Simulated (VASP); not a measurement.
# ZnGeP2 (I-42d) in VASP: single point with LDA

Aim: the single point of ZnGeP2 with LDA.

All numbers are computed with VASP 6.6.1; they aren't measurements. Logs are shortened: lines on timing, memory, paths and dates and some standing lists are left out, and cuts for length are marked.

### 1 The cell of the first run

It takes space group I-42d (No. 122, tetragonal). Conventional cell: a = 5.374 Å, b = 5.374 Å, c = 10.625 Å, α = 90.00°, β = 90.00°, γ = 90.00°. Zn (site symmetry -4) has 4 P at 2.32 Å within 3.1 Å. Within 3.1 Å of Ge (site symmetry -4) lie 4 P at 2.32 Å. P (site symmetry 2) has 2 Ge at 2.32 Å and 2 Zn at 2.32 Å within 3.1 Å.

### 2 Single point, LDA

INCAR reads:

```
PREC = Accurate ; ENCUT = 500
EDIFF = 1E-6 ; ISMEAR = 0
SIGMA = 0.02 ; LREAL = False
LASPH = True ; NELM = 120
ALGO = Normal ; ISIF = 2
LWAVE = False ; LCHARG = False
GGA = CA ; NBANDS = 46
GGA_COMPAT = False
```

KPOINTS reads:

```
Automatic mesh
0
Gamma
  8 8 8
```

POSCAR reads:

```
ZnGeP2
1.0
   -2.6871322106      2.6871322106      5.3126860460
    2.6871322106     -2.6871322106      5.3126860460
    2.6871322106      2.6871322106     -5.3126860460
Zn Ge P
2 2 4
Direct
    0.0000000000      0.0000000000      0.0000000000
    0.7500000000      0.2500000000      0.5000000000
    0.5000000000      0.5000000000      0.0000000000
    0.2500000000      0.7500000000      0.5000000000
    0.3750000000      0.3754096111      0.5004096111
    0.6245903889      0.1250000000      0.9995903889
    0.8750000000      0.8745903889      0.4995903889
    0.1254096111      0.6250000000      0.0004096111
```

Potentials or basis: VASP PAW LDA potentials, release 64 (Zn, Ge_d, P).

On the command line:

```
$ cat potpaw_LDA.64/Zn/POTCAR potpaw_LDA.64/Ge_d/POTCAR potpaw_LDA.64/P/POTCAR > POTCAR
$ mpirun -np 1 vasp_std > vasp.out
```

OUTCAR:

```text
PREC = Accurate
   ENCUT = 500
   EDIFF = 1E-6
   ISMEAR = 0
   LREAL = False
   LASPH = True
   NELM = 120
   ISIF = 2
   GGA = CA

 ion  position               nearest neighbor table
   1  0.000  0.000  0.000-   5 2.32   6 2.32   8 2.32   7 2.32
   2  0.750  0.250  0.500-   8 2.32   5 2.32   7 2.32   6 2.32
   3  0.500  0.500  0.000-   5 2.32   6 2.32   7 2.32   8 2.32
   4  0.250  0.750  0.500-   8 2.32   6 2.32   7 2.32   5 2.32
   5  0.375  0.375  0.500-   3 2.32   4 2.32   2 2.32   1 2.32
   6  0.625  0.125  1.000-   3 2.32   4 2.32   1 2.32   2 2.32
   7  0.875  0.875  0.500-   3 2.32   4 2.32   2 2.32   1 2.32
   8  0.125  0.625  0.000-   4 2.32   3 2.32   1 2.32   2 2.32

  LATTYP: Found a body centered tetragonal cell.
 ALAT       =     5.3742644212
 C/A-ratio  =     1.9770839801

  Lattice vectors:

 A1 = (  -2.6871322106,   2.6871322106,   5.3126860460)
 A2 = (   2.6871322106,  -2.6871322106,   5.3126860460)
 A3 = (   2.6871322106,   2.6871322106,  -5.3126860460)

Analysis of symmetry for initial positions (statically):
=====================================================================
 Subroutine PRICEL returns:
 Original cell was already a primitive cell.

 Routine SETGRP: Setting up the symmetry group for a
 body centered tetragonal supercell.

 Subroutine GETGRP returns: Found  8 space group operations
 (whereof  4 operations were pure point group operations)
 out of a pool of 16 trial point group operations.

The static configuration has the point symmetry S_4 .
 The point group associated with its full space group is D_2d.

Analysis of symmetry for dynamics (positions and initial velocities):
=====================================================================
 Subroutine PRICEL returns:
 Original cell was already a primitive cell.

 Routine SETGRP: Setting up the symmetry group for a
 body centered tetragonal supercell.

 Subroutine GETGRP returns: Found  8 space group operations
 (whereof  4 operations were pure point group operations)
 out of a pool of 16 trial point group operations.

The dynamic configuration has the point symmetry S_4 .
 The point group associated with its full space group is D_2d.

 Subroutine INISYM returns: Found  8 space group operations
 (whereof  4 operations are pure point group operations),
 and found     1 'primitive' translations

----------------------------------------------------------------------------------------

                                     Primitive cell

  volume of cell :     153.4448

  direct lattice vectors                    reciprocal lattice vectors
    -2.687132211  2.687132211  5.312686046     0.000000000  0.186071976  0.094114351
     2.687132211 -2.687132211  5.312686046     0.186071976  0.000000000  0.094114351
     2.687132211  2.687132211 -5.312686046     0.186071976  0.186071976  0.000000000

  length of vectors
     6.531921008  6.531921008  6.531921008     0.208519283  0.208519283  0.263145512

  position of ions in fractional coordinates (direct lattice)
     0.000000000  0.000000000  0.000000000
     0.750000000  0.250000000  0.500000000
     0.500000000  0.500000000  0.000000000
     0.250000000  0.750000000  0.500000000
     0.375000000  0.375409611  0.500409611
     0.624590389  0.125000000  0.999590389
     0.875000000  0.874590389  0.499590389
     0.125409611  0.625000000  0.000409611

  ion indices of the primitive-cell ions
   primitive index   ion index
                 1           1
                 2           2
                 3           3
                 4           4
                 5           5
                 6           6
                 7           7
                 8           8

----------------------------------------------------------------------------------------

 KPOINTS: Automatic mesh

Automatic generation of k-mesh.
 Grid dimensions read from file:
 generate k-points for:    8    8    8

 Generating k-lattice:

  Cartesian coordinates                     Fractional coordinates (reciprocal lattice)
     0.000000000  0.023258997  0.011764294     0.125000000  0.000000000  0.000000000
     0.023258997  0.000000000  0.011764294     0.000000000  0.125000000  0.000000000
     0.023258997  0.023258997  0.000000000     0.000000000  0.000000000  0.125000000

  Length of vectors
     0.026064910  0.026064910  0.032893189

  Shift w.r.t. Gamma in fractional coordinates (k-lattice)
     0.000000000  0.000000000  0.000000000

 Subroutine IBZKPT returns following result:
 ===========================================

 Found     59 irreducible k-points:

 Following reciprocal coordinates:
            Coordinates               Weight
  0.000000  0.000000  0.000000      1.000000
  0.125000  0.000000 -0.000000      8.000000
  0.250000  0.000000 -0.000000      8.000000
  0.375000  0.000000 -0.000000      8.000000
  0.500000  0.000000 -0.000000      4.000000
  0.125000  0.125000 -0.000000      8.000000
[... 16 lines left out ...]
  0.250000  0.125000  0.125000     16.000000
  0.375000  0.125000  0.125000      8.000000
 [... further k-points ...]
   k-points           NKPTS =     59   k-points in BZ     NKDIM =     59   number of bands    NBANDS=     46
   number of dos      NEDOS =    301   number of ions     NIONS =      8
   total plane-waves  NPLWV = 110592
   dimension x,y,z NGX =    48 NGY =   48 NGZ =   48
   dimension x,y,z NGXF=    96 NGYF=   96 NGZF=   96
   ions per type =               2   2   4
   NGX,Y,Z   is equivalent  to a cutoff of  12.22, 12.22, 12.22 a.u.
   NGXF,Y,Z  is equivalent  to a cutoff of  24.43, 24.43, 24.43 a.u.
 SYSTEM =  unknown system
   PREC   = accura    normal or accurate (medium, high low for compatibility)
   ISTART =      0    job   : 0-new  1-cont  2-samecut
   ICHARG =      2    charge: 1-file 2-atom 10-const
   ISPIN  =      1    spin polarized calculation?
   LNONCOLLINEAR =      F non collinear calculations
   LSORBIT =      F    spin-orbit coupling
   LASPH  =      T    aspherical Exc in radial PAW
   ENCUT  =  500.0 eV  36.75 Ry    6.06 a.u.  11.91 11.91 11.91*2*pi/ulx,y,z
   NELM   =    120;   NELMIN=  2; NELMDL= -5     # of ELM steps
   EDIFF  = 0.1E-05   stopping-criterion for ELM
   LREAL  =      F    real-space projection
   EDIFFG = 0.1E-04   stopping-criterion for IOM
   NSW    =      0    number of steps for IOM
   IBRION =     -1    ionic relax: 0-MD 1-quasi-New 2-CG
   NFREE  =      0    steps in history (QN), initial steepest desc. (CG)
   ISIF   =      2    stress and relaxation
   ISYM   =      2    0-nonsym 1-usesym 2-fastsym
   POTIM  = 0.5000    time-step for ionic-motion
   TEBEG  =    0.0;   TEEND  =   0.0 temperature during run
   PSTRESS=    0.0 pullay stress
   NELECT =      72.0000    total number of electrons
   NUPDOWN=      -1.0000    fix difference up-down
   EMIN   =  10.00;   EMAX   =-10.00  energy-range for DOS
   EFERMI =   0.00;   METHOD = LEGACY
   ISMEAR =     0;   SIGMA  =   0.02  broadening in eV -4-tet -1-fermi 0-gaus
   EFERMI_NEDOS =   21; number of points for ismear=-14 and -15
   IALGO  =     38    algorithm
   IMIX   =      4    mixing-type and parameters
     AMIX     =   0.40;   BMIX     =  1.00
     AMIX_MAG =   1.60;   BMIX_MAG =  1.00
  volume/ion in A,a.u.               =      19.18       129.44
  Fermi-wavevector in a.u.,A,eV,Ry     =   1.272140  2.403996 22.018857  1.618340
  Thomas-Fermi vector in A             =   2.405035
   LORBIT       =      0    0 simple, 1 ext, 2 COOP (PROOUT), +10 PAW based schemes
   GGA     = CA    functional components
   LHFCALC =     F    Hartree Fock is set to
   AEXX    =    0.0000 exact exchange contribution
   IVDW    =     0    specifies the selected vdW correction
   LEPSILON=     F    determine dielectric tensor
   LRPA    =     F    only Hartree local field effects (RPA)
 non-spin polarized calculation
 Gauss-broadening in eV      SIGMA  =   0.02
  energy-cutoff  :      500.00
  volume of cell :      153.44
 maximum number of plane-waves:      3920
   NGX = 23   NGY = 23   NGZ = 23

 number of electron      71.9999993 magnetization

 Free energy of the ion-electron system (eV)
  ---------------------------------------------------
  ext. energy  EPLUGINS =         0.00000000
  ---------------------------------------------------
  free energy    TOTEN  =       -39.95846602 eV

  energy without entropy =      -39.95846602  energy(sigma->0) =      -39.95846602

 E-fermi :   4.7971     XC(G=0): -10.3509

 val. band max:        4.6200997975   @ k =   0.0000   0.0000   0.0000
 cond. band min:       5.6873316384   @ k =   0.5000   0.5000   0.5000
 fundamental gap:      1.0672318409
 Fermi energy:         4.7970742643

 k-point     1 :       0.0000    0.0000    0.0000
  band No.  band energies     occupation
      1     -20.4084      2.00000
      2     -20.4070      2.00000
      3     -20.4070      2.00000
      4     -20.4017      2.00000
      5     -20.3953      2.00000
      6     -20.3953      2.00000
[... 38 lines left out ...]
     45       9.6135      0.00000
     46       9.6404      0.00000

 k-point     2 :       0.1250    0.0000   -0.0000
  band No.  band energies     occupation
      1     -20.4084      2.00000
      2     -20.4070      2.00000
      3     -20.4068      2.00000
      4     -20.4017      2.00000
      5     -20.3958      2.00000
      6     -20.3951      2.00000
[... 38 lines left out ...]
     45       9.4678      0.00000
     46       9.9832      0.00000

 k-point     3 :       0.2500    0.0000   -0.0000
  band No.  band energies     occupation
      1     -20.4085      2.00000
      2     -20.4072      2.00000
      3     -20.4061      2.00000
      4     -20.4018      2.00000
      5     -20.3970      2.00000
      6     -20.3947      2.00000
[... 1018 lines left out ...]
     45       9.9538      0.00000
     46      10.4183      0.00000

 k-point    24 :       0.3750    0.1250    0.1250
  band No.  band energies     occupation
      1     -20.4077      2.00000
      2     -20.4076      2.00000
      3     -20.4043      2.00000
      4     -20.4004      2.00000
      5     -20.4000      2.00000
      6     -20.3961      2.00000
[... 38 lines left out ...]
     45       9.9306      0.00000
     46      10.2291      0.00000

 [... further k-points ...]

------------------------ aborting loop because EDIFF is reached ----------------------------------------

  FORCE on cell =-STRESS in cart. coord.  units (eV):
  Direction    XX          YY          ZZ          XY          YZ          ZX
  --------------------------------------------------------------------------------------
  -------------------------------------------------------------------------------------
  Total        0.1270084      0.1270084      0.1262539      0.0000000      0.0000000      0.0000000
  in kB        1.3261443      1.3261443      1.3182661      0.0000000      0.0000000      0.0000000
  external PRESSURE =       1.3235182 kB  Pullay stress =       0.0000000 kB

 VOLUME and BASIS-vectors are now :
 -----------------------------------------------------------------------------
  energy-cutoff  :      500.00
  volume of cell :      153.44
      direct lattice vectors                 reciprocal lattice vectors
    -2.687132211  2.687132211  5.312686046     0.000000000  0.186071976  0.094114351
     2.687132211 -2.687132211  5.312686046     0.186071976  0.000000000  0.094114351
     2.687132211  2.687132211 -5.312686046     0.186071976  0.186071976  0.000000000

 POSITION                                       TOTAL-FORCE (eV/Angst)
 -----------------------------------------------------------------------------------
      0.00000      0.00000      0.00000         0.000000      0.000000      0.000000
     -0.00000      2.68713      2.65634         0.000000      0.000000      0.000000
      0.00000      0.00000      5.31269         0.000000      0.000000     -0.000000
      2.68713     -0.00000      2.65634         0.000000      0.000000      0.000000
      1.34577      1.34357      1.32817         0.022113      0.000000      0.000000
      1.34357      4.02850     -1.32817         0.000000     -0.022113      0.000000
      1.34136      1.34357      6.64086        -0.022113      0.000000      0.000000
      1.34357     -1.34136      3.98451         0.000000      0.022113      0.000000
 -----------------------------------------------------------------------------------
    total drift:                               -0.000004     -0.000004     -0.000005

  FREE ENERGIE OF THE ION-ELECTRON SYSTEM (eV)
  ---------------------------------------------------
  free  energy   TOTEN  =       -39.9584660186 eV

  energy  without entropy=      -39.9584660186  energy(sigma->0) =      -39.95846602
```

Run time: 9.6 min. Hardware: 1 thread of Intel Xeon Platinum 8259CL at 2.50GHz (Skylake/Cascade Lake), shared host; peak memory 0.48 GiB.

Results:

* Free energy: -39.9585 eV
* Pressure: 0.1 GPa
* Largest force: 0.022 eV/Å
* Band gap on the k mesh: 1.07 eV (least direct gap 1.18 eV)

Forces in eV/Å, atoms in the order of the input:
```
Zn   0.000  0.000  0.000
Zn   0.000  0.000  0.000
Ge   0.000  0.000  0.000
Ge   0.000  0.000  0.000
P    0.022  0.000  0.000
P    0.000 -0.022  0.000
P   -0.022  0.000  0.000
P    0.000  0.022  0.000
```

Levels at points of the mesh, in eV from the valence-band top:
| k point | band 33 | band 34 | band 35 | band 36 | band 37 | band 38 | band 39 | band 40 |
| --- | --- | --- | --- | --- | --- | --- | --- | --- |
| (0.00, 0.00, 0.00) | -2.77 | -0.07 | -0.07 | 0.00 | 1.18 | 1.45 | 1.49 | 3.07 |
| (0.50, 0.00, 0.00) | -2.65 | -2.04 | -1.76 | -1.07 | 2.41 | 2.48 | 2.71 | 3.88 |
| (0.50, 0.50, 0.00) | -1.27 | -1.27 | -0.81 | -0.81 | 1.18 | 1.18 | 2.96 | 2.96 |
| (0.50, 0.50, 0.50) | -2.03 | -2.03 | -1.48 | -1.48 | 1.07 | 1.07 | 1.26 | 1.26 |

A k mesh can miss the band edges.
